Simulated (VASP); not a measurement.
# FeRu (P-6m2) in VASP: a series of runs

Runs on FeRu. Level: LDA. Tasks: single point.

Everything below comes from runs of VASP 6.6.1. Logs are shortened: lines on timing, memory, paths and dates and some standing lists are left out, and cuts for length are marked.

## (1) The cell of the first run

The structure is hexagonal, space group P-6m2 (No. 187). The conventional cell has a = 2.412 Å, b = 2.412 Å, c = 3.714 Å, α = 90.00°, β = 90.00°, γ = 120.00°. Within 3.1 Å of Fe (site symmetry -6m2) lie 6 Ru at 2.32 Å and 6 Fe at 2.41 Å. Ru (site symmetry -6m2) has 6 Fe at 2.32 Å and 6 Ru at 2.41 Å within 3.1 Å.

## (2) Single point, LDA (9.36 Å³/atom)

File INCAR:

```
SYSTEM = FeRu
PREC = Accurate
ENCUT = 690
EDIFF = 1E-6
ISMEAR = -1
SIGMA = 0.05
LREAL = .False.
LASPH = .True.
NELM = 120
ALGO = Normal
ISIF = 2
LWAVE = .False.
LCHARG = .False.
NBANDS = 23
GGA_COMPAT = .False.
```

File KPOINTS:

```
regular mesh
0
Gamma
  12 12 7
  0 0 0
```

File POSCAR:

```
FeRu
1.0
    2.4117691133      0.0000000000      0.0000000000
   -1.2058845566      2.0886533202      0.0000000000
    0.0000000000      0.0000000000      3.7144099010
Fe Ru
1 1
Direct
    0.0000000000      0.0000000000      0.5000000000
    0.6666666667      0.3333333333      0.0000000000
```

Potentials or basis: VASP PAW LDA potentials, release 64 (Fe_sv, Ru_sv).

On the command line:

```bash
$ cat potpaw_LDA.64/Fe_sv/POTCAR potpaw_LDA.64/Ru_sv/POTCAR > POTCAR
$ mpirun -np 1 vasp_std > vasp.out
```

OUTCAR:

```text
SYSTEM = FeRu
   PREC = Accurate
   ENCUT = 690
   EDIFF = 1E-6
   ISMEAR = -1
   LREAL = .False.
   LASPH = .True.
   NELM = 120
   ISIF = 2

 ion  position               nearest neighbor table
   1  0.000  0.000  0.500-   2 2.32   2 2.32   2 2.32   2 2.32   2 2.32   2 2.32
   2  0.667  0.333  0.000-   1 2.32   1 2.32   1 2.32   1 2.32   1 2.32   1 2.32

  LATTYP: Found a hexagonal cell.
 ALAT       =     2.4117691133
 C/A-ratio  =     1.5401183639

  Lattice vectors:

 A1 = (   2.4117691133,   0.0000000000,   0.0000000000)
 A2 = (  -1.2058845566,   2.0886533202,   0.0000000000)
 A3 = (   0.0000000000,   0.0000000000,   3.7144099010)

Analysis of symmetry for initial positions (statically):
=====================================================================
 Subroutine PRICEL returns:
 Original cell was already a primitive cell.

 Routine SETGRP: Setting up the symmetry group for a
 hexagonal supercell.

 Subroutine GETGRP returns: Found 12 space group operations
 (whereof 12 operations were pure point group operations)
 out of a pool of 24 trial point group operations.

The static configuration has the point symmetry D_3h.

Analysis of symmetry for dynamics (positions and initial velocities):
=====================================================================
 Subroutine PRICEL returns:
 Original cell was already a primitive cell.

 Routine SETGRP: Setting up the symmetry group for a
 hexagonal supercell.

 Subroutine GETGRP returns: Found 12 space group operations
 (whereof 12 operations were pure point group operations)
 out of a pool of 24 trial point group operations.

The dynamic configuration has the point symmetry D_3h.

 Subroutine INISYM returns: Found 12 space group operations
 (whereof 12 operations are pure point group operations),
 and found     1 'primitive' translations

----------------------------------------------------------------------------------------

                                     Primitive cell

  volume of cell :      18.7108

  direct lattice vectors                    reciprocal lattice vectors
     2.411769113  0.000000000  0.000000000     0.414633389  0.239388699  0.000000000
    -1.205884557  2.088653320  0.000000000     0.000000000  0.478777397  0.000000000
     0.000000000  0.000000000  3.714409901     0.000000000  0.000000000  0.269221768

  length of vectors
[... 71 lines left out ...]
   NGXF,Y,Z  is equivalent  to a cutoff of  33.09, 33.09, 28.64 a.u.
 SYSTEM =  FeRu
   PREC   = accura    normal or accurate (medium, high low for compatibility)
   ISTART =      0    job   : 0-new  1-cont  2-samecut
   ICHARG =      2    charge: 1-file 2-atom 10-const
   ISPIN  =      1    spin polarized calculation?
   LNONCOLLINEAR =      F non collinear calculations
   LSORBIT =      F    spin-orbit coupling
   LASPH  =      T    aspherical Exc in radial PAW
   ENCUT  =  690.0 eV  50.71 Ry    7.12 a.u.   5.17  5.17  7.96*2*pi/ulx,y,z
   NELM   =    120;   NELMIN=  2; NELMDL= -5     # of ELM steps
   EDIFF  = 0.1E-05   stopping-criterion for ELM
   LREAL  =      F    real-space projection
   EDIFFG = 0.1E-04   stopping-criterion for IOM
   NSW    =      0    number of steps for IOM
   IBRION =     -1    ionic relax: 0-MD 1-quasi-New 2-CG
   NFREE  =      0    steps in history (QN), initial steepest desc. (CG)
   ISIF   =      2    stress and relaxation
   ISYM   =      2    0-nonsym 1-usesym 2-fastsym
   POTIM  = 0.5000    time-step for ionic-motion
   TEBEG  =    0.0;   TEEND  =   0.0 temperature during run
   PSTRESS=    0.0 pullay stress
   NELECT =      32.0000    total number of electrons
   NUPDOWN=      -1.0000    fix difference up-down
   EMIN   =  10.00;   EMAX   =-10.00  energy-range for DOS
   EFERMI =   0.00;   METHOD = LEGACY
   ISMEAR =    -1;   SIGMA  =   0.05  broadening in eV -4-tet -1-fermi 0-gaus
   EFERMI_NEDOS =   21; number of points for ismear=-14 and -15
   IALGO  =     38    algorithm
   IMIX   =      4    mixing-type and parameters
     AMIX     =   0.40;   BMIX     =  1.00
     AMIX_MAG =   1.60;   BMIX_MAG =  1.00
  volume/ion in A,a.u.               =       9.36        63.13
  Fermi-wavevector in a.u.,A,eV,Ry     =   1.957766  3.699642 52.149076  3.832849
  Thomas-Fermi vector in A             =   2.983557
   LORBIT       =      0    0 simple, 1 ext, 2 COOP (PROOUT), +10 PAW based schemes
   GGA     = CA    functional components
   LHFCALC =     F    Hartree Fock is set to
   AEXX    =    0.0000 exact exchange contribution
   IVDW    =     0    specifies the selected vdW correction
   LEPSILON=     F    determine dielectric tensor
   LRPA    =     F    only Hartree local field effects (RPA)
 non-spin polarized calculation
  energy-cutoff  :      690.00
  volume of cell :       18.71
 maximum number of plane-waves:       779
 NGX is ok and might be reduce to    24
   NGX = 11   NGY = 11   NGZ = 15

 number of electron      32.0000010 magnetization

 Free energy of the ion-electron system (eV)
  ---------------------------------------------------
  ext. energy  EPLUGINS =         0.00000000
  ---------------------------------------------------
  free energy    TOTEN  =       -18.74006251 eV

  energy without entropy =      -18.72585381  energy(sigma->0) =      -18.73295816

 E-fermi :  19.5692     XC(G=0): -16.2151

 val. band max:       19.5616030831   @ k =   0.3333   0.0000   0.0000
 cond. band min:      19.5757865974   @ k =   0.3333   0.0000   0.1429
 fundamental gap:      0.0141835144
 Fermi energy:        19.5692414822

 k-point     1 :       0.0000    0.0000    0.0000
  band No.  band energies     occupation
      1     -66.8291      2.00000
      2     -53.7634      2.00000
      3     -33.6772      2.00000
      4     -33.1075      2.00000
      5     -33.1075      2.00000
      6     -23.9429      2.00000
[... 613 lines left out ...]
     22      34.7348      0.00000
     23      38.1030      0.00000

 [... further k-points ...]
[... 5 lines left out ...]
  --------------------------------------------------------------------------------------
  -------------------------------------------------------------------------------------
  Total       13.1920358     13.1920358     13.8175223      0.0000000      0.0000000     -0.0000000
  in kB     1129.6150887   1129.6150887   1183.1746024      0.0000000      0.0000000     -0.0000000
  external PRESSURE =    1147.4682599 kB  Pullay stress =       0.0000000 kB

 VOLUME and BASIS-vectors are now :
 -----------------------------------------------------------------------------
  energy-cutoff  :      690.00
  volume of cell :       18.71
      direct lattice vectors                 reciprocal lattice vectors
     2.411769113  0.000000000  0.000000000     0.414633389  0.239388699  0.000000000
    -1.205884557  2.088653320  0.000000000     0.000000000  0.478777397  0.000000000
     0.000000000  0.000000000  3.714409901     0.000000000  0.000000000  0.269221768

 POSITION                                       TOTAL-FORCE (eV/Angst)
 -----------------------------------------------------------------------------------
      0.00000      0.00000      1.85720        -0.000000      0.000000      0.000000
      1.20588      0.69622      0.00000         0.000000      0.000000      0.000000
 -----------------------------------------------------------------------------------
    total drift:                               -0.000000      0.000000      0.000000

  FREE ENERGIE OF THE ION-ELECTRON SYSTEM (eV)
  ---------------------------------------------------
  free  energy   TOTEN  =       -18.7400625135 eV

  energy  without entropy=      -18.7258538110  energy(sigma->0) =      -18.73295816
```

It took 22 s on 1 thread of AMD EPYC 9R45 (Zen 5), shared host; peak memory 0.14 GiB.

Results:

- Free energy: -18.7401 eV
- Pressure: 114.7 GPa
- Band gap on the k mesh: zero (bands 16 and 17 overlap by 2.87 eV)

Stress tensor (GPa, compression positive):
```
112.96   0.00   0.00
  0.00 112.96   0.00
  0.00   0.00 118.32
```

Caveat: the stress differs along the axes, from 113 to 118 GPa; the run has no spin polarisation, though such a crystal can be magnetic.

## (3) Single point, LDA (10.09 Å³/atom)

This run uses another cell than the first one, of 10.09 Å³/atom.

File INCAR:

```
ALGO = Normal
EDIFF = 1E-6
ENCUT = 690
GGA = CA
GGA_COMPAT = False
ISIF = 2
ISMEAR = -1
LASPH = True
LCHARG = False
LREAL = False
LWAVE = False
NBANDS = 23
NELM = 120
PREC = Accurate
SIGMA = 0.05
```

File KPOINTS:

```
k-points
0
Gamma
  12 12 7
```

File POSCAR:

```
FeRu
1.0
    2.4736361305      0.0000000000      0.0000000000
   -1.2368180653      2.1422317288      0.0000000000
    0.0000000000      0.0000000000      3.8096924304
Fe Ru
1 1
Direct
    0.0000000000      0.0000000000      0.5000000000
    0.6666666667      0.3333333333      0.0000000000
```

Potentials or basis: VASP PAW LDA potentials, release 64 (Fe_sv, Ru_sv).

On the command line:

```bash
$ cat potpaw_LDA.64/Fe_sv/POTCAR potpaw_LDA.64/Ru_sv/POTCAR > POTCAR
$ mpirun -np 1 vasp_std > vasp.out
```

Run time: 30 s. Hardware: 1 thread of Intel Xeon Platinum 8488C (Sapphire Rapids), shared host; peak memory 0.17 GiB.

The run converged. Its results:

```yaml
Free_energy: -19.5417 eV
Pressure: 61.1 GPa
Band_gap_on_the_k_mesh: zero (bands 16 and 17 overlap by 2.56 eV)
```

Stress tensor (GPa, compression positive):
```
59.86  0.00  0.00
 0.00 59.86  0.00
 0.00  0.00 63.52
```

Levels at points of the mesh, in eV from the Fermi level:
```tsv
k point	band 14	band 15	band 16	band 17	band 18	band 19
(0.00, 0.00, 0.00)	-1.56	-1.56	-1.50	-1.50	1.36	1.36
(0.50, 0.00, 0.00)	-1.84	-1.26	0.75	2.03	2.81	3.85
```

Caveat: the cell stands under pressure; the run has no spin polarisation, though such a crystal can be magnetic.

## (4) Single point, LDA (11.57 Å³/atom)

This run uses another cell than the first one, of 11.57 Å³/atom.

File INCAR:

```
PREC = Accurate
ENCUT = 690
EDIFF = 1E-6
ISMEAR = -1
SIGMA = 0.05
LREAL = False
LASPH = True
NELM = 120
ALGO = Normal
ISIF = 2
LWAVE = False
LCHARG = False
NBANDS = 23
GGA_COMPAT = False
```

File KPOINTS:

```
regular mesh
0
Gamma
  12 12 7
```

File POSCAR:

```
FeRu
1.0
    2.5888515596      0.0000000000      0.0000000000
   -1.2944257798      2.2420112172      0.0000000000
    0.0000000000      0.0000000000      3.9871378285
Fe Ru
1 1
Direct
    0.0000000000      0.0000000000      0.5000000000
    0.6666666667      0.3333333333      0.0000000000
```

On the command line:

```bash
$ cat potpaw_LDA.64/Fe_sv/POTCAR potpaw_LDA.64/Ru_sv/POTCAR > POTCAR
$ mpirun -np 1 vasp_std > vasp.out
```

Wall time 36 s (1 thread of AMD EPYC 9R45 (Zen 5), shared host); peak memory 0.15 GiB.

It converged, with:

| Quantity | Value |
| --- | --- |
| Free energy | -20.0234 eV |
| Pressure | -2.2 GPa |
| Band gap on the k mesh | zero (bands 16 and 17 overlap by 2.07 eV) |

Stress tensor (GPa, compression positive):
```
-2.70  0.00  0.00
 0.00 -2.70  0.00
 0.00  0.00 -1.33
```

Levels at points of the mesh, in eV from the Fermi level:
| k point | band 14 | band 15 | band 16 | band 17 | band 18 | band 19 |
| --- | --- | --- | --- | --- | --- | --- |
| (0.00, 0.00, 0.00) | -1.27 | -1.27 | -1.23 | -1.23 | 1.11 | 1.11 |
| (0.50, 0.00, 0.00) | -1.55 | -1.08 | 0.60 | 1.63 | 2.25 | 3.15 |

Caveat: the run has no spin polarisation, though such a crystal can be magnetic.

## (5) Single point, LDA, collinear spin, ferromagnetic start (11.57 Å³/atom)

This run uses another cell than the first one, of 11.57 Å³/atom.

File INCAR:

```
SYSTEM = FeRu
PREC = Accurate ; ENCUT = 690
EDIFF = 1E-6 ; ISMEAR = -1
SIGMA = 0.05 ; LREAL = .FALSE.
LASPH = .TRUE. ; NELM = 200
ALGO = Normal ; ISIF = 2
LWAVE = .FALSE. ; LCHARG = .FALSE.
ISPIN = 2 ; MAGMOM = 3 1.5
LORBIT = 11 ; LMAXMIX = 4
GGA = CA ; NBANDS = 27
GGA_COMPAT = .FALSE.
```

File KPOINTS:

```
Automatic mesh
0
G
  12 12 7
  0 0 0
```

POSCAR is that of step 4.

On the command line:

```bash
$ cat potpaw_LDA.64/Fe_sv/POTCAR potpaw_LDA.64/Ru_sv/POTCAR > POTCAR
$ mpirun -np 1 vasp_std > vasp.out
```

Wall time 2.2 min (1 thread of AMD EPYC 7R13 (Zen 3), shared host); peak memory 0.2 GiB.

It converged, with:

```yaml
Free_energy: -20.0234 eV
Pressure: -2.3 GPa
Band_gap_on_the_k_mesh: zero (filled and empty bands overlap)
Net_moment: 0.00 μB per cell
Valence_electrons_inside_the_program's_atomic_spheres: Fe 13.80; Ru 13.74
```

Stress tensor (GPa, compression positive):
```
-2.76  0.00  0.00
 0.00 -2.76  0.00
 0.00  0.00 -1.40
```

Levels at points of the mesh, in eV from the Fermi level:
Spin up:
```
           k point  band 12  band 13  band 14  band 15  band 16  band 17  band 18  band 19  band 20  band 21
(0.00, 0.00, 0.00)    -2.64    -1.66    -1.27    -1.27    -1.23    -1.23     1.11     1.11     1.30    10.41
(0.50, 0.00, 0.00)    -2.67    -2.08    -1.56    -1.08     0.60     1.63     2.25     3.14     6.12    11.30
```
Spin down:
| k point | band 12 | band 13 | band 14 | band 15 | band 16 | band 17 | band 18 | band 19 | band 20 | band 21 |
| --- | --- | --- | --- | --- | --- | --- | --- | --- | --- | --- |
| (0.00, 0.00, 0.00) | -2.64 | -1.66 | -1.26 | -1.26 | -1.23 | -1.23 | 1.11 | 1.11 | 1.30 | 10.41 |
| (0.50, 0.00, 0.00) | -2.67 | -2.08 | -1.55 | -1.07 | 0.61 | 1.63 | 2.25 | 3.15 | 6.12 | 11.30 |

Caveat: the moments typed at the start vanished in this run.

## (6) Summary

```tsv
cell	gap on the mesh (eV)	pressure (GPa)
a = 2.412, b = 2.412, c = 3.714 Å, angles 90.0, 90.0, 120.0°, 2 atoms	none	114.7
a = 2.474, b = 2.474, c = 3.810 Å, angles 90.0, 90.0, 120.0°, 2 atoms	none	61.1
a = 2.589, b = 2.589, c = 3.987 Å, angles 90.0, 90.0, 120.0°, 2 atoms	none	-2.2
```

Alike in all rows: task single point; level LDA; potentials or basis VASP PAW LDA potentials, release 64 (Fe_sv, Ru_sv); no spin polarisation; k mesh 12 × 12 × 7; cutoff (eV) 690; smearing fermi-dirac 0.05 eV.

Caveats: the run has no spin polarisation, though such a crystal can be magnetic; the stress differs along the axes, from 113 to 118 GPa (at least some runs); the cell stands under pressure (at least some runs).

Total energies depend on the potentials used, so only differences within one code and one set of settings carry meaning.

The gap in the log of VASP goes by the Fermi energy; the results here count the filled bands.